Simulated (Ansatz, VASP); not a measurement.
B3N2 in VASP and in Ansatz

INCAR

```
ALGO = Normal
EDIFF = 1E-6
ENCUT = 520
GGA = PE
ISIF = 2
ISMEAR = 0
ISPIN = 2
LASPH = True
LCHARG = False
LORBIT = 11
LREAL = False
LWAVE = False
MAGMOM = 0 0 0 1 1
NBANDS = 22
NELM = 150
PREC = Accurate
SIGMA = 0.1
```

KPOINTS

```
k-points
0
Gamma
  6 6 6
```

File POSCAR:

```
B3N2
1.0
    3.3552359128      0.0000000000      0.0000000000
    0.0000000000      3.3552359128      0.0000000000
    0.0000000000      0.0000000000      3.3552359128
B N
3 2
Direct
    0.5000000000      0.0000000000      0.0000000000
    0.0000000000      0.5000000000      0.0000000000
    0.0000000000      0.0000000000      0.5000000000
    0.5000000000      0.5000000000      0.5000000000
    0.0000000000      0.0000000000      0.0000000000
```

Input for Ansatz:

```yaml
crystal:
  lattice:
    - [3.3552359128, 0.0, 0.0]
    - [0.0, 3.3552359128, 0.0]
    - [0.0, 0.0, 3.3552359128]
  atoms:
    - { symbol: B, position: [0.5, 0.0, 0.0] }
    - { symbol: B, position: [0.0, 0.5, 0.0] }
    - { symbol: B, position: [0.0, 0.0, 0.5] }
    - { symbol: "N", position: [0.5, 0.5, 0.5], spin: 1.0 }
    - { symbol: "N", position: [0.0, 0.0, 0.0], spin: 1.0 }
basis:
  ecutwfc: 420
kpoints:
  mp_grid: { grid: [6, 6, 6] }
hamiltonian:
  xc: pbe
scf:
  occupations: { method: gaussian, width: 0.1 }
  lower_state_search: "off"
output:
  forces: true
  stress: true
  eigenvalues: true
  populations: true
magnetization:
  spin_polarized: true
```

Alike in both runs: task single point; functional PBE; k mesh 6 × 6 × 6; occupations gaussian, width 0.1 eV; collinear spin.

```csv
,VASP,Ansatz
version,VASP 6.6.1,Ansatz 0.2.0
potentials or method,"VASP PAW PBE potentials, release 64 (B, N), cutoff 520 eV","scalar-relativistic, plane waves, PAW"
valence electrons in the cell,19,19
```

```tsv
	VASP	Ansatz	Ansatz less VASP
gap on the k mesh at the Fermi level (eV)	none	none	-
pressure (GPa)	-0.5	-0.3	+0.20
net moment per atom (μB)	0.00	0.00	0.000
```

A gap of «none» marks a metal or a gap that the smearing closes. Ansatz's warnings: seeded moment not kept.
